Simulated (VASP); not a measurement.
A run of VASP 6.6.1 is set up as follows.

INCAR

```
PREC = Accurate
ENCUT = 600
EDIFF = 1E-6
ISMEAR = 0
SIGMA = 0.15
LREAL = False
LASPH = True
NELM = 120
ALGO = Normal
ISIF = 2
LWAVE = False
LCHARG = False
GGA = PE
NBANDS = 23
GGA_COMPAT = False
```

The input KPOINTS:

```
Automatic mesh
0
Gamma
  3 3 2
```

File POSCAR:

```
MgPtS3
1.0
    3.8669224760      0.0000000000      0.2462515086
    0.0000000000      4.5482214498      0.0000000000
   -0.7992970276      0.0000000000      6.6849267263
Mg Pt S
1 1 3
Direct
    1.0287729114      0.0000000000      0.8527887562
    0.5196475095      0.5000000000      0.9167411221
    0.5089791563      0.2306175049      0.5887333417
    0.5089791563      0.7693824951      0.5887333417
    0.0380516865      0.5000000000      1.0897705884
```

Potentials or basis: VASP PAW PBE potentials, release 64 (Mg, Pt, S).

Launch:

```bash
$ cat potpaw_PBE.64/Mg/POTCAR potpaw_PBE.64/Pt/POTCAR potpaw_PBE.64/S/POTCAR > POTCAR
$ mpirun -np 1 vasp_std > vasp.out
```

What does it give for the pressure?

-0.1 GPa.

Predict the largest force.

0.135 eV/Å.

Predict the band gap on the k mesh.

zero (band 15 reaches 4.34 eV, above the bottom of band 16 at 3.06 eV).

Forces on the atoms (eV/Å):
```
Mg  -0.028  0.000 -0.041
Pt   0.041  0.000 -0.033
S   -0.002 -0.126  0.049
S   -0.002  0.126  0.049
S   -0.009  0.000 -0.024
```

Caveat: the k points lie up to 0.54 Å⁻¹ apart; spin-orbit coupling is left out, which moves the levels of the heavy elements.
